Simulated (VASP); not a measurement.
# SiC (P6_3mc) in VASP: single point with HSE06

Aim: the single point of SiC with HSE06.

Everything below comes from runs of VASP 6.6.1. Logs are shortened: lines on timing, memory, paths and dates and some standing lists are left out, and cuts for length are marked.

## (1) The cell of the first run

Symmetry: P6_3mc, No. 186, hexagonal system. The conventional cell has a = 3.198 Å, b = 3.198 Å, c = 5.017 Å, α = 90.00°, β = 90.00°, γ = 120.00°. Si (site symmetry 3m) has 4 C at 1.90 to 1.94 Å within 2.5 Å. Within 2.5 Å of C (site symmetry 3m) lie 4 Si at 1.90 to 1.94 Å.

## (2) Single point, HSE06 (epitaxial xy strain +4.0%)

Contents of POSCAR:

```
SiC
1.0
    3.1983704930      0.0000000000      0.0000000000
   -1.5991852465      2.7698700976      0.0000000000
    0.0000000000      0.0000000000      5.0174184209
Si C
2 2
Direct
    0.3333333333      0.6666666667     -0.0022074567
    0.6666666667      0.3333333333      0.4977925433
    0.3333333333      0.6666666667      0.3772074567
    0.6666666667      0.3333333333      0.8772074567
```

Contents of INCAR.step1:

```
SYSTEM = SiC
ALGO = Normal
EDIFF = 1E-5
ENCUT = 520
GGA = PE
ISIF = 2
ISMEAR = 0
LASPH = .TRUE.
LCHARG = .FALSE.
LREAL = .FALSE.
LWAVE = .TRUE.
NBANDS = 16
NELM = 60
PREC = Accurate
SIGMA = 0.01
```

Contents of INCAR.step2:

```
SYSTEM = SiC
ALGO = Normal
EDIFF = 1E-7
ENCUT = 520
GGA = PE
HFSCREEN = 0.2079
ISIF = 2
ISMEAR = 0
ISTART = 1
LASPH = .TRUE.
LCHARG = .FALSE.
LHFCALC = .TRUE.
LREAL = .FALSE.
LWAVE = .FALSE.
NBANDS = 16
NELM = 60
PREC = Accurate
PRECFOCK = Normal
SIGMA = 0.01
```

Contents of KPOINTS:

```
k-points
0
G
  6 6 4
  0 0 0
```

Potentials or basis: VASP PAW PBE potentials, release 64 (Si, C).

The run is started by

```bash
> cat potpaw_PBE.64/Si/POTCAR potpaw_PBE.64/C/POTCAR > POTCAR
> cp INCAR.step1 INCAR
> mpirun -np 1 vasp_std > vasp.out
> cp INCAR.step2 INCAR
> mpirun -np 1 vasp_std > vasp.out
```

OUTCAR:

```text
SYSTEM = SiC
   EDIFF = 1E-7
   ENCUT = 520
   GGA = PE
   HFSCREEN = 0.2079
   ISIF = 2
   ISMEAR = 0
   ISTART = 1
   LASPH = .TRUE.
   LHFCALC = .TRUE.
   LREAL = .FALSE.
   NELM = 60
   PREC = Accurate
   PRECFOCK = Normal

 ion  position               nearest neighbor table
   1  0.333  0.667  0.998-   3 1.90   4 1.94   4 1.94   4 1.94   2 3.12   2 3.12   2 3.12   2 3.12
                             2 3.12   2 3.12
   2  0.667  0.333  0.498-   4 1.90   3 1.94   3 1.94   3 1.94   1 3.12   1 3.12   1 3.12   1 3.12
                             1 3.12   1 3.12
   3  0.333  0.667  0.377-   1 1.90   2 1.94   2 1.94   2 1.94
   4  0.667  0.333  0.877-   2 1.90   1 1.94   1 1.94   1 1.94

  LATTYP: Found a hexagonal cell.
 ALAT       =     3.1983704930
 C/A-ratio  =     1.5687420929

  Lattice vectors:

 A1 = (   3.1983704930,   0.0000000000,   0.0000000000)
 A2 = (  -1.5991852465,   2.7698700976,   0.0000000000)
 A3 = (   0.0000000000,   0.0000000000,   5.0174184209)

Analysis of symmetry for initial positions (statically):
=====================================================================
 Subroutine PRICEL returns:
 Original cell was already a primitive cell.

 Routine SETGRP: Setting up the symmetry group for a
 hexagonal supercell.

 Subroutine GETGRP returns: Found 12 space group operations
 (whereof  6 operations were pure point group operations)
 out of a pool of 24 trial point group operations.

The static configuration has the point symmetry C_3v.
 The point group associated with its full space group is C_6v.

Analysis of symmetry for dynamics (positions and initial velocities):
=====================================================================
 Subroutine PRICEL returns:
 Original cell was already a primitive cell.

 Routine SETGRP: Setting up the symmetry group for a
 hexagonal supercell.

 Subroutine GETGRP returns: Found 12 space group operations
 (whereof  6 operations were pure point group operations)
 out of a pool of 24 trial point group operations.

The dynamic configuration has the point symmetry C_3v.
 The point group associated with its full space group is C_6v.

 Subroutine INISYM returns: Found 12 space group operations
 (whereof  6 operations are pure point group operations),
 and found     1 'primitive' translations

[... 103 lines left out ...]
   TEBEG  =    0.0;   TEEND  =   0.0 temperature during run
   PSTRESS=    0.0 pullay stress
   NELECT =      16.0000    total number of electrons
   NUPDOWN=      -1.0000    fix difference up-down
   EMIN   =  10.00;   EMAX   =-10.00  energy-range for DOS
   EFERMI =   0.00;   METHOD = LEGACY
   ISMEAR =     0;   SIGMA  =   0.01  broadening in eV -4-tet -1-fermi 0-gaus
   EFERMI_NEDOS =   21; number of points for ismear=-14 and -15
   IALGO  =     38    algorithm
   IMIX   =      1    mixing-type and parameters
     AMIX     =   0.40;   BMIX     =  1.00
     AMIX_MAG =   1.60;   BMIX_MAG =  1.00
  volume/ion in A,a.u.               =      11.11        74.99
  Fermi-wavevector in a.u.,A,eV,Ry     =   1.164551  2.200683 18.451949  1.356180
  Thomas-Fermi vector in A             =   2.301088
   LORBIT       =      0    0 simple, 1 ext, 2 COOP (PROOUT), +10 PAW based schemes
   GGA     = PE    functional components
   LHFCALC =     T    Hartree Fock is set to
   PRECFOCK=normal    Normal, Fast or Accurate (Low or Medium for compatibility)
   ENCUT4O =  -1.0   cutoff for four orbital integrals eV
   NKREDX  =     1    reduce k-point grid by
   NKREDY  =     1    reduce k-point grid by
   NKREDZ  =     1    reduce k-point grid by
   AEXX    =    0.2500 exact exchange contribution
   HFSCREEN=    0.2079 screening length (either q_TF or 0.3 A-1)
   HFSCREENC=   0.2079 screening length for correlation (either q_TF or 0.3 A-1)
   ENCUTFOCK=  -1.0 apply spherical cutoff to Coloumb kernel
   IVDW    =     0    specifies the selected vdW correction
   LEPSILON=     F    determine dielectric tensor
   LRPA    =     F    only Hartree local field effects (RPA)
 non-spin polarized calculation
 Gauss-broadening in eV      SIGMA  =   0.01
  energy-cutoff  :      520.00
  volume of cell :       44.45
 maximum number of plane-waves:      1224
 NGX is ok and might be reduce to    24
  NGX = 18; NGY = 18; NGZ = 28

 number of electron      16.0000001 magnetization

 Free energy of the ion-electron system (eV)
  ---------------------------------------------------
  ext. energy  EPLUGINS =         0.00000000
  ---------------------------------------------------
  free energy    TOTEN  =       -34.56849868 eV

  energy without entropy =      -34.56849868  energy(sigma->0) =      -34.56849868

 E-fermi :   7.0640     XC(G=0):  -9.1077

 val. band max:        6.9933184165   @ k =   0.0000   0.0000   0.0000
 cond. band min:      10.1263675831   @ k =   0.5000   0.0000   0.0000
 fundamental gap:      3.1330491666
 Fermi energy:         7.0639538685

 k-point     1 :       0.0000    0.0000    0.0000
  band No.  band energies     occupation
      1      -9.6945      2.00000
      2      -5.7661      2.00000
      3      -2.1041      2.00000
      4       5.1717      2.00000
      5       5.1717      2.00000
      6       6.8291      2.00000
[... 376 lines left out ...]
      3      -1.4736      2.00000
      4      -1.4736      2.00000
      5       1.1712      2.00000
      6       1.1712      2.00000
[... 8 lines left out ...]
     15      19.3389      0.00000
     16      19.3389      0.00000

------------------------ aborting loop because EDIFF is reached ----------------------------------------

  FORCE on cell =-STRESS in cart. coord.  units (eV):
  Direction    XX          YY          ZZ          XY          YZ          ZX
  --------------------------------------------------------------------------------------
  -------------------------------------------------------------------------------------
  Total       -6.2709070     -6.2709069     -0.5283617      0.0000000     -0.0000000      0.0000000
  in kB     -226.0333112   -226.0333112    -19.0446672      0.0000000     -0.0000000      0.0000000
  external PRESSURE =    -157.0370965 kB  Pullay stress =       0.0000000 kB

 VOLUME and BASIS-vectors are now :
 -----------------------------------------------------------------------------
  energy-cutoff  :      520.00
  volume of cell :       44.45
      direct lattice vectors                 reciprocal lattice vectors
     3.198370493  0.000000000  0.000000000     0.312659213  0.180513881  0.000000000
    -1.599185247  2.769870098  0.000000000     0.000000000  0.361027761  0.000000000
     0.000000000  0.000000000  5.017418421     0.000000000  0.000000000  0.199305682

 POSITION                                       TOTAL-FORCE (eV/Angst)
 -----------------------------------------------------------------------------------
     -0.00000      1.84658      5.00634         0.000000     -0.000000     -0.034753
      1.59919      0.92329      2.49763        -0.000000      0.000000     -0.034753
     -0.00000      1.84658      1.89261        -0.000000      0.000000      0.034753
      1.59919      0.92329      4.40132         0.000000     -0.000000      0.034753
 -----------------------------------------------------------------------------------
    total drift:                                0.000000      0.000000     -0.000101

  FREE ENERGIE OF THE ION-ELECTRON SYSTEM (eV)
  ---------------------------------------------------
  free  energy   TOTEN  =       -34.5684986835 eV

  energy  without entropy=      -34.5684986835  energy(sigma->0) =      -34.56849868
```

OUTCAR.step1:

```text
SYSTEM = SiC
   EDIFF = 1E-5
   ENCUT = 520
   GGA = PE
   ISIF = 2
   ISMEAR = 0
[... 627 lines left out ...]
     -0.00000      1.84658      5.00634        -0.000000      0.000000     -0.052786
      1.59919      0.92329      2.49763        -0.000000     -0.000000     -0.052786
     -0.00000      1.84658      1.89261         0.000000      0.000000      0.052786
      1.59919      0.92329      4.40132         0.000000     -0.000000      0.052786
 -----------------------------------------------------------------------------------
    total drift:                                0.000000      0.000000     -0.000620

  FREE ENERGIE OF THE ION-ELECTRON SYSTEM (eV)
  ---------------------------------------------------
  free  energy   TOTEN  =       -29.9311360243 eV

  energy  without entropy=      -29.9311360243  energy(sigma->0) =      -29.93113602
```

OSZICAR.step1:

```text
N       E                     dE             d eps       ncg     rms          rms(c)
DAV:   1     0.257842639233E+02    0.25784E+02   -0.72564E+03   672   0.905E+02
DAV:   2    -0.306351616238E+02   -0.56419E+02   -0.50974E+02   968   0.150E+02
DAV:   3    -0.332850802090E+02   -0.26499E+01   -0.26340E+01   920   0.303E+01
DAV:   4    -0.333062270347E+02   -0.21147E-01   -0.21145E-01   768   0.336E+00
DAV:   5    -0.333064426794E+02   -0.21564E-03   -0.21561E-03   928   0.320E-01    0.115E+01
DAV:   6    -0.299832250724E+02    0.33232E+01   -0.61752E+00   848   0.151E+01    0.506E+00
DAV:   7    -0.299474044056E+02    0.35821E-01   -0.95990E-01   912   0.567E+00    0.234E+00
DAV:   8    -0.299320245781E+02    0.15380E-01   -0.41503E-02   736   0.135E+00    0.576E-01
DAV:   9    -0.299307187499E+02    0.13058E-02   -0.72901E-03   880   0.569E-01    0.131E-01
DAV:  10    -0.299311033645E+02   -0.38461E-03   -0.11888E-03   816   0.196E-01    0.600E-02
DAV:  11    -0.299311352886E+02   -0.31924E-04   -0.12433E-04   768   0.765E-02    0.139E-02
DAV:  12    -0.299311360243E+02   -0.73575E-06   -0.84298E-06   600   0.191E-02
   1 F= -.29931136E+02 E0= -.29931136E+02  d E =-.440820E-55
```

It took 30 min on 1 thread of Intel Xeon Platinum 8375C at 2.90GHz (Ice Lake), shared host; peak memory 0.26 GiB.

Results:

```
Free energy            : -34.5685 eV
Pressure               : -15.7 GPa
Largest force          : 0.035 eV/Å
Band gap on the k mesh : 3.13 eV (least direct gap 4.48 eV)
```

Forces in eV/Å, atoms in the order of the input:
```
Si   0.000  0.000 -0.035
Si   0.000  0.000 -0.035
C    0.000  0.000  0.035
C    0.000  0.000  0.035
```

Stress tensor (GPa, compression positive):
```
-22.60   0.00   0.00
  0.00 -22.60   0.00
  0.00   0.00  -1.90
```

Caveat: the cell differs from its parent crystal (epitaxial xy strain +4.0%); the cell stands under tension; the PAW data sets were made with another functional, which shifts forces and pressure a little.
